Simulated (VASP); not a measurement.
# Si (Imma) in VASP: a series of runs, part 2 of 2

VASP 6.6.1. Earlier steps stand in the parts before.

### 4 Electric field gradients, PBE (volume scaled by 0.975)

Input file INCAR:

```
SYSTEM = Si
PREC     = Accurate       ! precision mode
ENCUT    = 520            ! plane-wave cutoff, eV
EDIFF    = 1E-8           ! SCF threshold, eV
ISMEAR   = -1             ! smearing method
SIGMA    = 0.05           ! smearing width, eV
LREAL    = .FALSE.        ! projectors in reciprocal space
LASPH    = .TRUE.         ! aspherical terms in the spheres
NELM     = 60             ! most SCF steps
ALGO     = Normal         ! electronic algorithm
ISIF     = 2              ! what is computed and relaxed
LWAVE    = .FALSE.        ! write WAVECAR
LCHARG   = .FALSE.        ! write CHGCAR
GGA      = PE             ! functional
LEFG     = .TRUE.       
NBANDS   = 11             ! bands
```

Input file KPOINTS:

```
Automatic mesh
0
G
  16 16 16
  0 0 0
```

Input file POSCAR:

```
Si
1.0
   -2.2320831393      2.3485956976      1.2642852077
    2.2320831393     -2.3485956976      1.2642852077
    2.2320831393      2.3485956976     -1.2642852077
Si
2
Direct
    0.8070000000      0.5570000000      0.2500000000
    0.1930000000      0.4430000000      0.7500000000
```

Potentials or basis: VASP PAW PBE potentials, release 64 (Si).

Run with:

```
$ cat potpaw_PBE.64/Si/POTCAR > POTCAR
$ mpirun -np 1 vasp_std > vasp.out
```

OUTCAR:

```text
SYSTEM = Si
   PREC = Accurate
   ENCUT = 520
   EDIFF = 1E-8
   ISMEAR = -1
   LREAL = .FALSE.
   LASPH = .TRUE.
   NELM = 60
   ISIF = 2
   GGA = PE

 ion  position               nearest neighbor table
   1  0.807  0.557  0.250-   2 2.37   2 2.37   2 2.44   2 2.44   2 2.72   2 2.72
   2  0.193  0.443  0.750-   1 2.37   1 2.37   1 2.44   1 2.44   1 2.72   1 2.72

  LATTYP: Found a body centered orthorhombic cell.
 ALAT       =     2.5285704154
 B/A-ratio  =     1.7654901961
 C/A-ratio  =     1.8576470588

  Lattice vectors:

 A1 = (   2.2320831393,  -2.3485956976,   1.2642852077)
 A2 = (  -2.2320831393,  -2.3485956976,  -1.2642852077)
 A3 = (   2.2320831393,   2.3485956976,  -1.2642852077)

Analysis of symmetry for initial positions (statically):
=====================================================================
 Subroutine PRICEL returns:
 Original cell was already a primitive cell.

 Routine SETGRP: Setting up the symmetry group for a
[... 530 lines left out ...]
    -2.232083139  2.348595698  1.264285208     0.000000000  0.212893177  0.395480384
     2.232083139 -2.348595698  1.264285208     0.224005993  0.000000000  0.395480384
     2.232083139  2.348595698 -1.264285208     0.224005993  0.212893177  0.000000000

 POSITION                                       TOTAL-FORCE (eV/Angst)
 -----------------------------------------------------------------------------------
     -0.00000      1.17430      1.40841         0.000000      0.000000     -0.025315
      2.23208      1.17430     -0.14413        -0.000000     -0.000000      0.025315
 -----------------------------------------------------------------------------------
    total drift:                                0.000000     -0.000000     -0.000000

  FREE ENERGIE OF THE ION-ELECTRON SYSTEM (eV)
  ---------------------------------------------------
  free  energy   TOTEN  =       -10.0315153589 eV

  energy  without entropy=      -10.0254785293  energy(sigma->0) =      -10.02849694

 Electric field gradients (V/A^2)
---------------------------------------------------------------------
 ion       V_xx      V_yy      V_zz      V_xy      V_xz      V_yz
---------------------------------------------------------------------
   1      10.224   -26.879    16.655    -0.000    -0.000    -0.000
   2      10.224   -26.879    16.655    -0.000    -0.000    -0.000
---------------------------------------------------------------------

 Electric field gradients after diagonalization (V/A^2)
 (convention: |V_zz| > |V_xx| > |V_yy|)
----------------------------------------------------------------------
 ion       V_xx      V_yy      V_zz     asymmetry (V_yy - V_xx)/ V_zz
----------------------------------------------------------------------
   1      16.655    10.224   -26.879       0.239
   2      16.655    10.224   -26.879       0.239
----------------------------------------------------------------------

           NMR quadrupolar parameters

 Cq : quadrupolar parameter    Cq=e*Q*V_zz/h
 eta: asymmetry parameters     (V_yy - V_xx)/ V_zz
 Q  : nuclear electric quadrupole moment in mb (millibarn)
----------------------------------------------------------------------
 ion       Cq(MHz)       eta       Q (mb)
----------------------------------------------------------------------
   1      -0.065       0.239       1.000
   2      -0.065       0.239       1.000
----------------------------------------------------------------------
```

Run time: 2.1 min. Hardware: 1 thread of AMD EPYC 9R45 (Zen 5), shared host; peak memory 0.23 GiB.

What came out:

```
Free energy            : -10.0315 eV
Pressure               : 20.3 GPa
Largest force          : 0.025 eV/Å
Band gap on the k mesh : zero (band 4 reaches 14.07 eV, above the bottom of band 5 at 6.46 eV)
```

Forces on the atoms (eV/Å):
```
Si   0.000  0.000 -0.025
Si   0.000  0.000  0.025
```

Stress tensor (GPa, compression positive):
```
19.15  0.00  0.00
 0.00 22.47  0.00
 0.00  0.00 19.24
```

Electric field gradients, principal values (V/Å²):
```
atom   least  middle  greatest (by size)
1 Si  10.224  16.655             -26.879
2 Si  10.224  16.655             -26.879
```

Caveat: without QUAD_EFG the Cq values of the log hold for a quadrupole moment of 1 mb, not for the nuclei.

### 5 Electric field gradients, PBE (volume scaled by 1.025)

Input file INCAR:

```
  ALGO = Normal
  EDIFF = 1E-8
  ENCUT = 520
  GGA = PE
  ISIF = 2
  ISMEAR = -1
  LASPH = T
  LCHARG = F
  LEFG = T
  LREAL = F
  LWAVE = F
  NBANDS = 11
  NELM = 100
  PREC = Accurate
  SIGMA = 0.05
```

Input file KPOINTS:

```
k-points
0
Gamma
  16 16 16
```

Input file POSCAR:

```
Si
1.0
   -2.2696041495      2.3880752679      1.2855376680
    2.2696041495     -2.3880752679      1.2855376680
    2.2696041495      2.3880752679     -1.2855376680
Si
2
Direct
    0.8070000000      0.5570000000      0.2500000000
    0.1930000000      0.4430000000      0.7500000000
```

Potentials or basis: VASP PAW PBE potentials, release 64 (Si).

Run with:

```
$ cat potpaw_PBE.64/Si/POTCAR > POTCAR
$ mpirun -np 1 vasp_std > vasp.out
```

OUTCAR:

```text
EDIFF = 1E-8
   ENCUT = 520
   GGA = PE
   ISIF = 2
   ISMEAR = -1
   LASPH = T
   LREAL = F
   NELM = 100
   PREC = Accurate

 ion  position               nearest neighbor table
   1  0.807  0.557  0.250-   2 2.41   2 2.41   2 2.48   2 2.48   2 2.76   2 2.76
   2  0.193  0.443  0.750-   1 2.41   1 2.41   1 2.48   1 2.48   1 2.76   1 2.76

  LATTYP: Found a body centered orthorhombic cell.
 ALAT       =     2.5710753360
 B/A-ratio  =     1.7654901960
 C/A-ratio  =     1.8576470588

  Lattice vectors:

 A1 = (   2.2696041495,  -2.3880752679,   1.2855376680)
 A2 = (  -2.2696041495,  -2.3880752679,  -1.2855376680)
 A3 = (   2.2696041495,   2.3880752679,  -1.2855376680)

Analysis of symmetry for initial positions (statically):
=====================================================================
[... 530 lines left out ...]
  energy-cutoff  :      520.00
  volume of cell :       27.87
      direct lattice vectors                 reciprocal lattice vectors
    -2.269604150  2.388075268  1.285537668     0.000000000  0.209373635  0.388942318
     2.269604150 -2.388075268  1.285537668     0.220302734  0.000000000  0.388942318
     2.269604150  2.388075268 -1.285537668     0.220302734  0.209373635  0.000000000

 POSITION                                       TOTAL-FORCE (eV/Angst)
 -----------------------------------------------------------------------------------
      0.00000      1.19404      1.43209         0.000000      0.000000      0.021528
      2.26960      1.19404     -0.14655        -0.000000     -0.000000     -0.021528
 -----------------------------------------------------------------------------------
    total drift:                                0.000000     -0.000000     -0.000000

  FREE ENERGIE OF THE ION-ELECTRON SYSTEM (eV)
  ---------------------------------------------------
  free  energy   TOTEN  =       -10.1653103272 eV

  energy  without entropy=      -10.1592118152  energy(sigma->0) =      -10.16226107

 Electric field gradients (V/A^2)
---------------------------------------------------------------------
 ion       V_xx      V_yy      V_zz      V_xy      V_xz      V_yz
---------------------------------------------------------------------
   1       9.581   -25.662    16.081    -0.000    -0.000    -0.000
   2       9.581   -25.662    16.081    -0.000    -0.000    -0.000
---------------------------------------------------------------------

 Electric field gradients after diagonalization (V/A^2)
 (convention: |V_zz| > |V_xx| > |V_yy|)
----------------------------------------------------------------------
 ion       V_xx      V_yy      V_zz     asymmetry (V_yy - V_xx)/ V_zz
----------------------------------------------------------------------
   1      16.081     9.581   -25.662       0.253
   2      16.081     9.581   -25.662       0.253
----------------------------------------------------------------------

           NMR quadrupolar parameters

 Cq : quadrupolar parameter    Cq=e*Q*V_zz/h
 eta: asymmetry parameters     (V_yy - V_xx)/ V_zz
 Q  : nuclear electric quadrupole moment in mb (millibarn)
----------------------------------------------------------------------
 ion       Cq(MHz)       eta       Q (mb)
----------------------------------------------------------------------
   1      -0.062       0.253       1.000
   2      -0.062       0.253       1.000
----------------------------------------------------------------------
```

stdout:

```text
POSCAR found type information on POSCAR Si
 POSCAR found :  1 types and       2 ions
 scaLAPACK will be used
 LDA part: xc-table for (Slater+PW92), standard interpolation
 POSCAR, INCAR and KPOINTS ok, starting setup
 FFT: planning ... GRIDC
 FFT: planning ... GRID_SOFT
 FFT: planning ... GRID
 WAVECAR not read
 entering main loop
ion   1

ion   2
```

Run time: 2.1 min. Hardware: 1 thread of AMD EPYC 9R45 (Zen 5), shared host; peak memory 0.24 GiB.

Results:

```yaml
Free_energy: -10.1653 eV
Pressure: 11.6 GPa
Largest_force: 0.022 eV/Å
Band_gap_on_the_k_mesh: zero (band 4 reaches 13.28 eV, above the bottom of band 5 at 6.02 eV)
```

Forces in eV/Å, atoms in the order of the input:
```
Si   0.000  0.000  0.022
Si   0.000  0.000 -0.022
```

Stress tensor (GPa, compression positive):
```
10.83  0.00  0.00
 0.00 12.85  0.00
 0.00  0.00 11.06
```

Electric field gradients, principal values (V/Å²):
| atom | least | middle | greatest (by size) |
| --- | --- | --- | --- |
| 1 Si | 9.581 | 16.081 | -25.662 |
| 2 Si | 9.581 | 16.081 | -25.662 |

Caveat: without QUAD_EFG the Cq values of the log hold for a quadrupole moment of 1 mb, not for the nuclei.

### 6 Electric field gradients, PBE (volume scaled by 1.05)

Input file INCAR:

```
SYSTEM = Si
ALGO = Normal
EDIFF = 1E-8
ENCUT = 520
GGA = PE
ISIF = 2
ISMEAR = -1
LASPH = .TRUE.
LCHARG = .FALSE.
LEFG = .TRUE.
LREAL = .FALSE.
LWAVE = .FALSE.
NBANDS = 11
NELM = 100
PREC = Accurate
SIGMA = 0.05
```

Input file KPOINTS:

```
k-points
0
G
  16 16 16
  0 0 0
```

Input file POSCAR:

```
Si
1.0
   -2.2879081992      2.4073347711      1.2959053549
    2.2879081992     -2.4073347711      1.2959053549
    2.2879081992      2.4073347711     -1.2959053549
Si
2
Direct
    0.8070000000      0.5570000000      0.2500000000
    0.1930000000      0.4430000000      0.7500000000
```

Potentials or basis: VASP PAW PBE potentials, release 64 (Si).

Run with:

```
$ cat potpaw_PBE.64/Si/POTCAR > POTCAR
$ mpirun -np 1 vasp_std > vasp.out
```

OUTCAR:

```text
SYSTEM = Si
   EDIFF = 1E-8
   ENCUT = 520
   GGA = PE
   ISIF = 2
   ISMEAR = -1
   LASPH = .TRUE.
   LREAL = .FALSE.
   NELM = 100
   PREC = Accurate

 ion  position               nearest neighbor table
   1  0.807  0.557  0.250-   2 2.43   2 2.43   2 2.50   2 2.50   2 2.79   2 2.79
   2  0.193  0.443  0.750-   1 2.43   1 2.43   1 2.50   1 2.50   1 2.79   1 2.79

  LATTYP: Found a body centered orthorhombic cell.
 ALAT       =     2.5918107098
 B/A-ratio  =     1.7654901961
 C/A-ratio  =     1.8576470589

  Lattice vectors:

 A1 = (   2.2879081992,  -2.4073347711,   1.2959053549)
 A2 = (  -2.2879081992,  -2.4073347711,  -1.2959053549)
 A3 = (   2.2879081992,   2.4073347711,  -1.2959053549)

Analysis of symmetry for initial positions (statically):
=====================================================================
 Subroutine PRICEL returns:
 Original cell was already a primitive cell.

 Routine SETGRP: Setting up the symmetry group for a
 body centered orthorhombic supercell.

 Subroutine GETGRP returns: Found  8 space group operations
 (whereof  4 operations were pure point group operations)
 out of a pool of  8 trial point group operations.

The static configuration has the point symmetry C_2h.
 The point group associated with its full space group is D_2h.

Analysis of symmetry for dynamics (positions and initial velocities):
=====================================================================
 Subroutine PRICEL returns:
 Original cell was already a primitive cell.

 Routine SETGRP: Setting up the symmetry group for a
 body centered orthorhombic supercell.

 Subroutine GETGRP returns: Found  8 space group operations
[... 483 lines left out ...]
      2       6.0250      2.00000
      3       7.3679      2.00000
      4       9.4358      1.99998
      5      12.2320      0.00000
      6      15.8581      0.00000
      7      17.9041      0.00000
      8      19.0637      0.00000
      9      19.6189      0.00000
     10      20.7980      0.00000
     11      22.2243      0.00000

 [... further k-points ...]

------------------------ aborting loop because EDIFF is reached ----------------------------------------

  FORCE on cell =-STRESS in cart. coord.  units (eV):
  Direction    XX          YY          ZZ          XY          YZ          ZX
  --------------------------------------------------------------------------------------
  -------------------------------------------------------------------------------------
  Total        1.3094915      1.5873555      1.3638526      0.0000000     -0.0000000      0.0000000
  in kB       73.4860496     89.0792252     76.5366890      0.0000000     -0.0000000      0.0000000
  external PRESSURE =      79.7006546 kB  Pullay stress =       0.0000000 kB

 VOLUME and BASIS-vectors are now :
 -----------------------------------------------------------------------------
  energy-cutoff  :      520.00
  volume of cell :       28.55
      direct lattice vectors                 reciprocal lattice vectors
    -2.287908199  2.407334771  1.295905355     0.000000000  0.207698574  0.385830646
     2.287908199 -2.407334771  1.295905355     0.218540237  0.000000000  0.385830646
     2.287908199  2.407334771 -1.295905355     0.218540237  0.207698574  0.000000000

 POSITION                                       TOTAL-FORCE (eV/Angst)
 -----------------------------------------------------------------------------------
      0.00000      1.20367      1.44364         0.000000     -0.000000      0.041133
      2.28791      1.20367     -0.14773        -0.000000      0.000000     -0.041133
 -----------------------------------------------------------------------------------
    total drift:                                0.000000     -0.000000     -0.000000

  FREE ENERGIE OF THE ION-ELECTRON SYSTEM (eV)
  ---------------------------------------------------
  free  energy   TOTEN  =       -10.2066833610 eV

  energy  without entropy=      -10.2005499719  energy(sigma->0) =      -10.20361667

 Electric field gradients (V/A^2)
---------------------------------------------------------------------
 ion       V_xx      V_yy      V_zz      V_xy      V_xz      V_yz
---------------------------------------------------------------------
   1       9.272   -25.048    15.776    -0.000    -0.000    -0.000
   2       9.272   -25.048    15.776    -0.000    -0.000    -0.000
---------------------------------------------------------------------

 Electric field gradients after diagonalization (V/A^2)
 (convention: |V_zz| > |V_xx| > |V_yy|)
----------------------------------------------------------------------
 ion       V_xx      V_yy      V_zz     asymmetry (V_yy - V_xx)/ V_zz
----------------------------------------------------------------------
   1      15.776     9.272   -25.048       0.260
   2      15.776     9.272   -25.048       0.260
----------------------------------------------------------------------

           NMR quadrupolar parameters

 Cq : quadrupolar parameter    Cq=e*Q*V_zz/h
 eta: asymmetry parameters     (V_yy - V_xx)/ V_zz
 Q  : nuclear electric quadrupole moment in mb (millibarn)
----------------------------------------------------------------------
 ion       Cq(MHz)       eta       Q (mb)
----------------------------------------------------------------------
   1      -0.061       0.260       1.000
   2      -0.061       0.260       1.000
----------------------------------------------------------------------
```

Run time: 2 min. Hardware: 1 thread of AMD EPYC 9R45 (Zen 5), shared host; peak memory 0.24 GiB.

Results:

| Property | Result |
| --- | --- |
| Free energy | -10.2067 eV |
| Pressure | 8.0 GPa |
| Largest force | 0.041 eV/Å |
| Band gap on the k mesh | zero (band 4 reaches 12.91 eV, above the bottom of band 5 at 5.81 eV) |

Forces in eV/Å, atoms in the order of the input:
```
Si   0.000  0.000  0.041
Si   0.000  0.000 -0.041
```

Electric field gradients, principal values (V/Å²):
```
atom  least  middle  greatest (by size)
1 Si  9.272  15.776             -25.048
2 Si  9.272  15.776             -25.048
```

Caveat: without QUAD_EFG the Cq values of the log hold for a quadrupole moment of 1 mb, not for the nuclei.

### 7 The runs side by side

| cell | gap on the mesh (eV) | pressure (GPa) | largest force (eV/Å) |
| --- | --- | --- | --- |
| a = 3.519 Å, angles 100.2, 95.0, 137.4°, 2 atoms | none | 14.0 | 0.01 |
| a = 3.554 Å, angles 100.2, 95.0, 137.4°, 2 atoms | none | 9.4 | 0.03 |
| a = 3.478 Å, angles 100.2, 95.0, 137.4°, 2 atoms | none | 20.3 | 0.03 |
| a = 3.536 Å, angles 100.2, 95.0, 137.4°, 2 atoms | none | 11.6 | 0.02 |
| a = 3.565 Å, angles 100.2, 95.0, 137.4°, 2 atoms | none | 8.0 | 0.04 |

Alike in all rows: task electric field gradients; level PBE; potentials or basis VASP PAW PBE potentials, release 64 (Si); no spin polarisation; k mesh 16 × 16 × 16; cutoff (eV) 520; smearing fermi-dirac 0.05 eV.

Total energies depend on the potentials used, so only differences within one code and one set of settings carry meaning.
